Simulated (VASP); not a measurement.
# As (R-3m) in VASP: further runs

The runs below take As through single point, relaxation of cell and atoms, with PBEsol+D3(BJ), PBEsol.

Program: VASP 6.6.1. These are calculated values, not measurements. Logs are shortened: lines on timing, memory, paths and dates and some standing lists are left out, and cuts for length are marked.

## 1. The cell of the first run

Symmetry: R-3m, No. 166, trigonal system. Conventional cell: a = 3.746 Å, b = 3.746 Å, c = 9.756 Å, α = 90.00°, β = 90.00°, γ = 120.00°. As (site symmetry 3m) has 6 As at 2.52 to 2.92 Å within 3.3 Å.

## 2. Single point, PBEsol+D3(BJ)

The input, INCAR:

```
  PREC = Accurate
  ENCUT = 520
  EDIFF = 1E-7
  ISMEAR = 0
  SIGMA = 0.1
  LREAL = False
  LASPH = True
  NELM = 60
  ALGO = Normal
  ISIF = 2
  LWAVE = False
  LCHARG = False
  GGA = PS
  IVDW = 12
  NBANDS = 12
```

The input, KPOINTS:

```
regular mesh
0
Gamma
  15 15 15
```

The input, POSCAR:

```
As
1.0
    1.8729397496      1.0813422686      3.2518394320
   -1.8729397496      1.0813422686      3.2518394320
    0.0000000000     -2.1626845372      3.2518394320
As
2
Direct
    0.7672823373      0.7672823373      0.7672823373
    0.2327176627      0.2327176627      0.2327176627
```

Potentials or basis: VASP PAW PBE potentials, release 64 (As).

Run with:

```console
> cat potpaw_PBE.64/As/POTCAR > POTCAR
> mpirun -np 1 vasp_std > vasp.out
```

OUTCAR:

```text
PREC = Accurate
   ENCUT = 520
   EDIFF = 1E-7
   ISMEAR = 0
   LREAL = False
   LASPH = True
   NELM = 60
   ISIF = 2
   GGA = PS
   IVDW = 12
 IVDW          = 12

 ion  position               nearest neighbor table
   1  0.767  0.767  0.767-   2 2.52   2 2.52   2 2.52   2 2.92   2 2.92   2 2.92
   2  0.233  0.233  0.233-   1 2.52   1 2.52   1 2.52   1 2.92   1 2.92   1 2.92

  LATTYP: Found a trigonal (rhomboedric) cell.
 ALAT       =     3.9053378982
 COS(alpha) =     0.5399973035

  Lattice vectors:

 A1 = (   1.8729397496,   1.0813422686,   3.2518394320)
 A2 = (  -1.8729397496,   1.0813422686,   3.2518394320)
 A3 = (   0.0000000000,  -2.1626845372,   3.2518394320)

Analysis of symmetry for initial positions (statically):
=====================================================================
 Subroutine PRICEL returns:
 Original cell was already a primitive cell.

 Routine SETGRP: Setting up the symmetry group for a
 trigonal (rhombohedral) supercell.

 Subroutine GETGRP returns: Found 12 space group operations
 (whereof 12 operations were pure point group operations)
 out of a pool of 12 trial point group operations.

The static configuration has the point symmetry D_3d.

Analysis of symmetry for dynamics (positions and initial velocities):
=====================================================================
 Subroutine PRICEL returns:
 Original cell was already a primitive cell.

 Routine SETGRP: Setting up the symmetry group for a
 trigonal (rhombohedral) supercell.

 Subroutine GETGRP returns: Found 12 space group operations
 (whereof 12 operations were pure point group operations)
 out of a pool of 12 trial point group operations.

The dynamic configuration has the point symmetry D_3d.

 Subroutine INISYM returns: Found 12 space group operations
 (whereof 12 operations are pure point group operations),
 and found     1 'primitive' translations

----------------------------------------------------------------------------------------

                                     Primitive cell

  volume of cell :      39.5155

  direct lattice vectors                    reciprocal lattice vectors
     1.872939750  1.081342269  3.251839432     0.266960002  0.154129429  0.102506086
    -1.872939750  1.081342269  3.251839432    -0.266960002  0.154129429  0.102506086
     0.000000000 -2.162684537  3.251839432     0.000000000 -0.308258858  0.102506086

  length of vectors
     3.905337898  3.905337898  3.905337898     0.324855386  0.324855386  0.324855386

  position of ions in fractional coordinates (direct lattice)
[... 90 lines left out ...]
   NELECT =      10.0000    total number of electrons
   NUPDOWN=      -1.0000    fix difference up-down
   EMIN   =  10.00;   EMAX   =-10.00  energy-range for DOS
   EFERMI =   0.00;   METHOD = LEGACY
   ISMEAR =     0;   SIGMA  =   0.10  broadening in eV -4-tet -1-fermi 0-gaus
   EFERMI_NEDOS =   21; number of points for ismear=-14 and -15
   IALGO  =     38    algorithm
   IMIX   =      4    mixing-type and parameters
     AMIX     =   0.40;   BMIX     =  1.00
     AMIX_MAG =   1.60;   BMIX_MAG =  1.00
  volume/ion in A,a.u.               =      19.76       133.33
  Fermi-wavevector in a.u.,A,eV,Ry     =   1.035505  1.956822 14.589140  1.072272
  Thomas-Fermi vector in A             =   2.169852
   LORBIT       =      0    0 simple, 1 ext, 2 COOP (PROOUT), +10 PAW based schemes
   GGA     = PS    functional components
   LHFCALC =     F    Hartree Fock is set to
   AEXX    =    0.0000 exact exchange contribution
   IVDW    =    12    specifies the selected vdW correction
   LEPSILON=     F    determine dielectric tensor
   LRPA    =     F    only Hartree local field effects (RPA)
 non-spin polarized calculation
 Gauss-broadening in eV      SIGMA  =   0.10
  energy-cutoff  :      520.00
  volume of cell :       39.52
 maximum number of plane-waves:      1080
 NGX is ok and might be reduce to    30
   NGX = 15   NGY = 15   NGZ = 15

 number of electron      10.0000001 magnetization

 Free energy of the ion-electron system (eV)
  ---------------------------------------------------
  ext. energy  EPLUGINS =         0.00000000
  ---------------------------------------------------
  free energy    TOTEN  =       -10.19155080 eV

  energy without entropy =      -10.19100383  energy(sigma->0) =      -10.19127732

 E-fermi :   6.2393     XC(G=0): -10.5178

 val. band max:        6.1598181676   @ k =   0.4000   0.2667   0.2667
 cond. band min:       6.2634466599   @ k =   0.4000   0.0667   0.0667
 fundamental gap:      0.1036284922
 Fermi energy:         6.2393385851

 k-point     1 :       0.0000    0.0000    0.0000
  band No.  band energies     occupation
      1      -9.3357      2.00000
      2       1.0332      2.00000
      3       3.8230      2.00000
      4       4.0438      2.00000
      5       4.0438      2.00000
      6       8.6577      0.00000
      7       9.5789      0.00000
      8       9.5789      0.00000
      9      12.4429      0.00000
     10      12.4429      0.00000
     11      12.8732      0.00000
     12      14.6732      0.00000
[... 331 lines left out ...]
 k-point    24 :       0.2000    0.1333   -0.0000
  band No.  band energies     occupation
      1      -8.7949      2.00000
      2      -0.7668      2.00000
      3       2.9265      2.00000
      4       3.2922      2.00000
      5       5.5838      2.00000
      6       7.2061      0.00000
      7       9.0235      0.00000
      8      10.0489      0.00000
      9      11.3702      0.00000
     10      13.3927      0.00000
     11      13.9065      0.00000
     12      15.6671      0.00000

 [... further k-points ...]

------------------------ aborting loop because EDIFF is reached ----------------------------------------

 Edisp (eV)   -0.80049

 E8    (eV) :    -0.5139

  FORCE on cell =-STRESS in cart. coord.  units (eV):
  Direction    XX          YY          ZZ          XY          YZ          ZX
  --------------------------------------------------------------------------------------
  -------------------------------------------------------------------------------------
  Total       0.12226     0.12226     0.08914    -0.00000     0.00000    -0.00000
  in kB       4.95720     4.95720     3.61406    -0.00000     0.00000    -0.00000
  external pressure =        4.51 kB  Pullay stress =        0.00 kB

 VOLUME and BASIS-vectors are now :
 -----------------------------------------------------------------------------
  energy-cutoff  :      520.00
  volume of cell :       39.52
      direct lattice vectors                 reciprocal lattice vectors
     1.872939750  1.081342269  3.251839432     0.266960002  0.154129429  0.102506086
    -1.872939750  1.081342269  3.251839432    -0.266960002  0.154129429  0.102506086
     0.000000000 -2.162684537  3.251839432     0.000000000 -0.308258858  0.102506086

 POSITION                                       TOTAL-FORCE (eV/Angst)
 -----------------------------------------------------------------------------------
      0.00000      0.00000      7.48524         0.000000      0.000000     -0.059928
      0.00000      0.00000      2.27028         0.000000     -0.000000      0.059928
 -----------------------------------------------------------------------------------
    total drift:                               -0.000000     -0.000000      0.000000

  FREE ENERGIE OF THE ION-ELECTRON SYSTEM (eV)
  ---------------------------------------------------
  free  energy   TOTEN  =       -10.9920424504 eV

  energy  without entropy=      -10.9914954786  energy(sigma->0) =      -10.99176896
```

stdout:

```text
POSCAR found type information on POSCAR As
 POSCAR found :  1 types and       2 ions
 scaLAPACK will be used
 -----------------------------------------------------------------------------
|                                                                             |
|                                                                             |
|     You enforced a specific xc type in the INCAR file but a different       |
|     I HOPE YOU KNOW WHAT YOU ARE DOING!                                     |
|                                                                             |
 -----------------------------------------------------------------------------

 LDA part: xc-table for (Slater+PW92), standard interpolation
 POSCAR, INCAR and KPOINTS ok, starting setup
 FFT: planning ... GRIDC
 FFT: planning ... GRID_SOFT
 FFT: planning ... GRID
 WAVECAR not read
 entering main loop
```

Run time: 3.6 min. Hardware: 1 thread of Intel Xeon 8259CL, shared host; peak memory 0.28 GiB.

What came out:

```
Free energy                : -10.9920 eV
Pressure                   : 0.5 GPa
Largest force              : 0.060 eV/Å
Band gap on the k mesh     : zero (bands 5 and 6 overlap by 0.24 eV)
Dispersion energy per atom : -0.400 eV
```

Forces on the atoms (eV/Å):
```
As   0.000  0.000 -0.060
As   0.000  0.000  0.060
```

Caveat: the PAW data sets were made with another functional, which shifts forces and pressure a little.

## 3. Single point, PBEsol

This run uses another cell than the first one, of 20.85 Å³/atom.

The input, INCAR:

```
SYSTEM = As
PREC     = Accurate       ! precision mode
ENCUT    = 520            ! plane-wave cutoff, eV
EDIFF    = 1E-7           ! SCF threshold, eV
ISMEAR   = 0              ! smearing method
SIGMA    = 0.1            ! smearing width, eV
LREAL    = .False.        ! projectors in reciprocal space
LASPH    = .True.         ! aspherical terms in the spheres
NELM     = 80             ! most SCF steps
ALGO     = Normal         ! electronic algorithm
ISIF     = 2              ! what is computed and relaxed
LWAVE    = .False.        ! write WAVECAR
LCHARG   = .False.        ! write CHGCAR
GGA      = PS             ! functional
NBANDS   = 12             ! bands
```

The input, KPOINTS:

```
regular mesh
0
Gamma
  15 15 15
  0 0 0
```

The input, POSCAR:

```
As
1.0
    1.8906699449      1.0915788017      3.3674589135
   -1.8906699449      1.0915788017      3.3674589135
    0.0000000000     -2.1831576033      3.3674589135
As
2
Direct
    0.7698033593      0.7698033593      0.7698033593
    0.2301966407      0.2301966407      0.2301966407
```

Potentials or basis: VASP PAW PBE potentials, release 64 (As).

Run with:

```console
> cat potpaw_PBE.64/As/POTCAR > POTCAR
> mpirun -np 1 vasp_std > vasp.out
```

Wall time 3.7 min (1 thread of Intel Xeon 8259CL, shared host); peak memory 0.28 GiB.

It converged, with:

```
Free energy            : -10.2148 eV
Pressure               : 0.4 GPa
Largest force          : 0.056 eV/Å
Band gap on the k mesh : zero (bands 5 and 6 overlap by 0.14 eV)
```

Forces on the atoms (eV/Å):
```
As   0.000  0.000 -0.056
As   0.000  0.000  0.056
```

Stress tensor (GPa, compression positive):
```
0.45 0.00 0.00
0.00 0.45 0.00
0.00 0.00 0.30
```

Levels at points of the mesh, in eV from the Fermi level:
```
           k point  band 2  band 3  band 4  band 5  band 6  band 7  band 8  band 9
(0.00, 0.00, 0.00)   -5.55   -2.39   -2.08   -2.08    2.08    3.12    3.12    6.45
```

Caveat: the PAW data sets were made with another functional, which shifts forces and pressure a little.

## 4. Relaxation of cell and atoms, PBEsol

This run uses another cell than the first one, of 20.89 Å³/atom.

The input, INCAR:

```
SYSTEM = As
ALGO     = Normal         ! electronic algorithm
EDIFF    = 1E-6           ! SCF threshold, eV
EDIFFG   = -0.005         ! ionic threshold
ENCUT    = 600            ! plane-wave cutoff, eV
GGA      = PS             ! functional
IBRION   = 2              ! ionic algorithm
ISIF     = 3              ! what is computed and relaxed
ISMEAR   = 0              ! smearing method
LASPH    = .TRUE.         ! aspherical terms in the spheres
LCHARG   = .FALSE.        ! write CHGCAR
LREAL    = .FALSE.        ! projectors in reciprocal space
LWAVE    = .FALSE.        ! write WAVECAR
NELM     = 100            ! most SCF steps
NSW      = 70             ! ionic steps
PREC     = Accurate       ! precision mode
SIGMA    = 0.1            ! smearing width, eV
```

The input, KPOINTS:

```
k-points
0
G
  15 15 15
  0 0 0
```

The input, POSCAR:

```
As
1.0
    1.8914380026      1.0920222400      3.3713915093
   -1.8914380026      1.0920222400      3.3713915093
    0.0000000000     -2.1840444800      3.3713915093
As
2
Direct
    0.7697136435      0.7697136435      0.7697136435
    0.2302863565      0.2302863565      0.2302863565
```

Run with:

```console
> cat potpaw_PBE.64/As/POTCAR > POTCAR
> mpirun -np 1 vasp_std > vasp.out
```

It took 7.3 min on 1 thread of Intel Xeon 8259CL, shared host; peak memory 0.3 GiB.

The run converged. Its results:

| Quantity | Value |
| --- | --- |
| Free energy | -10.2152 eV |
| Relaxed volume | 20.90 Å³/atom |
| Relaxed cell | a = 4.012 Å, b = 4.012 Å, c = 4.012 Å, α = 56.34°, β = 56.34°, γ = 56.34° |
| Space group after relaxing (to 0.1 Å) | R-3m (No. 166) |
| Energy gained by relaxing | 0.1 meV/atom |
| Ionic steps | 8 |
| Pressure after relaxing | 0.0 GPa |
| Band gap on the k mesh | zero (bands 5 and 6 overlap by 0.13 eV) |

Step by step:
| step | energy change (eV) | largest force (eV/Å) | pressure (GPa) | volume (Å³) |
| --- | --- | --- | --- | --- |
| 1 | 0.0000 | 0.0283 | 0.22 | 41.78 |
| 2 | 0.0000 | 0.0130 | -0.21 | 41.95 |
| 3 | -0.0001 | 0.0047 | -0.03 | 41.88 |
| 4 | -0.0001 | 0.0040 | -0.03 | 41.88 |
| 5 | -0.0001 | 0.0033 | -0.04 | 41.88 |
| 6 | -0.0001 | 0.0039 | -0.04 | 41.87 |
| 7 | -0.0001 | 0.0057 | -0.02 | 41.83 |
| 8 | -0.0001 | 0.0018 | 0.01 | 41.80 |

Final structure:
```yaml
crystal:
  lattice:
    - [1.89400, 1.09350, 3.36380]
    - [-1.89400, 1.09350, 3.36380]
    - [0.00000, -2.18700, 3.36380]
  atoms:
    - { symbol: As, position: [0.76949, 0.76949, 0.76949] }
    - { symbol: As, position: [0.23051, 0.23051, 0.23051] }
```

Levels at points of the mesh, in eV from the Fermi level:
```
           k point  band 1  band 2  band 3  band 4  band 5  band 6  band 7  band 8  band 9
(0.00, 0.00, 0.00)  -15.12   -5.56   -2.36   -2.06   -2.06    2.12    3.13    3.13    6.43
```

Caveat: the PAW data sets were made with another functional, which shifts forces and pressure a little.

(Part 1 of 2 ends here.)
